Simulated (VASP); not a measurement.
Write the native input for VASP 6.6.1 that does the following.

* Task: single point
* Functional: PBE
* Dispersion: D3(BJ)
* Potentials or basis: VASP PAW PBE potentials, release 64 (N, S, O)
* Cutoff: 520 eV
* k mesh: 1 × 1 × 1
* Occupations: fermi-dirac, width 0.02 eV
* Spin: no spin polarisation
* Dipole correction: no
* Further INCAR settings: LREAL = Auto; ALGO = Normal; EDIFF = 1e-06; NBANDS = 88

The structure of SN2O2 lies in POSCAR:

```
SN2O2
1.0
    9.5023080000      0.0000000000      0.0000000000
    0.0000000000      9.5023080000      0.0000000000
    0.0000000000      0.0000000000      9.5023080000
N S O
10 5 10
Direct
    0.0226997483      0.1422391276      0.2285444757
    0.0043147412      0.1981729070      0.3254262017
    0.2922026943      0.7598259286      0.5316392607
    0.1866283433      0.7807576854      0.4835351580
    0.4742847738      0.7493232171      0.9713324384
    0.4344207744      0.6562300443      0.9126098628
    0.6685323187      0.1479430050      0.4125839743
    0.6053160979      0.2440459728      0.4302217945
    0.9794673042      0.0988812402      0.7722544881
    0.9762049388      0.1289055248      0.8832380512
    0.9706694416      0.7981324116      0.1403448510
    0.6308993562      0.2371634344      0.9161142746
    0.6402339305      0.6931263436      0.3965457655
    0.2492552336      0.3852116770      0.6925685844
    0.2737124496      0.4560470993      0.2297126130
    0.9156617529      0.6704476428      0.2199255170
    0.9812037244      0.7978272226     -0.0078402005
    0.5251987201      0.2398469930      0.8058358033
    0.6150821464      0.1475325784      1.0401893940
    0.5842896273      0.5604533130      0.3527037852
    0.7591945031      0.6927685358      0.5004257913
    0.1695798537      0.4506168396      0.8005844475
    0.2032874540      0.2516651744      0.6305625960
    0.2494972800      0.6053160979      0.2187047610
    0.3513567441      0.3736986846      0.1210232293
```

The input as run:

INCAR

```
SYSTEM = SN2O2
  ALGO = Normal
  EDIFF = 1E-6
  ENCUT = 520
  GGA = PE
  ISIF = 2
  ISMEAR = -1
  IVDW = 12
  LASPH = .TRUE.
  LCHARG = .FALSE.
  LREAL = Auto
  LWAVE = .FALSE.
  NBANDS = 88
  NELM = 80
  PREC = Accurate
  SIGMA = 0.02
```

KPOINTS

```
k-points
0
G
  1 1 1
  0 0 0
```

Potentials or basis: VASP PAW PBE potentials, release 64 (N, S, O).

Command:

```console
$ cat potpaw_PBE.64/N/POTCAR potpaw_PBE.64/S/POTCAR potpaw_PBE.64/O/POTCAR > POTCAR
$ mpirun -np 1 vasp_gam > vasp.out
```

Results of the run:

* Pressure: 0.0 GPa
* Largest force: 6.276 eV/Å
* Band gap on the k mesh: 2.96 eV
* Dispersion energy per atom: -0.044 eV

Caveat: the k points lie up to 0.66 Å⁻¹ apart; the standard files for N, O and F lose accuracy on very short bonds.

It took 86 s on 1 thread of Intel(R) Xeon(R) Platinum 8488C (Sapphire Rapids), with other jobs on the host, peak memory 0.71 GiB.
